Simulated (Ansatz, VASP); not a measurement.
Sn in VASP and in Ansatz

```
Sn
1.0
     0.00000    3.34297    3.14823
     3.34297    0.00000    3.14823
     3.34297    3.34297    0.00000
Sn
2
Direct
  0.50000 0.50000 0.50000
  0.75000 0.75000 0.75000
```

Change from the starting cell: strain +0.030 along x and y, -0.030 along z, atoms carried along.

Alike in both runs: task single point; functional PBE; k mesh 12 × 12 × 12; occupations gaussian, width 0.15 eV; no spin polarisation.

|  | VASP | Ansatz |
| --- | --- | --- |
| version | VASP 6.6.1 | Ansatz 0.2.0 |
| potentials or method | VASP PAW PBE potentials, release 64 (Sn_d), cutoff 520 eV | scalar-relativistic, plane waves, PAW |
| valence electrons in the cell | 28 | 28 |

|  | VASP | Ansatz | Ansatz less VASP |
| --- | --- | --- | --- |
| gap on the k mesh at the Fermi level (eV) | none | none | - |
| pressure (GPa) | 1.8 | 1.8 | +0.07 |
| traceless stress, the component that is largest in VASP (GPa) | 1.02 | 1.03 | +0.002 |

A gap of «none» marks a metal or a gap that the smearing closes.
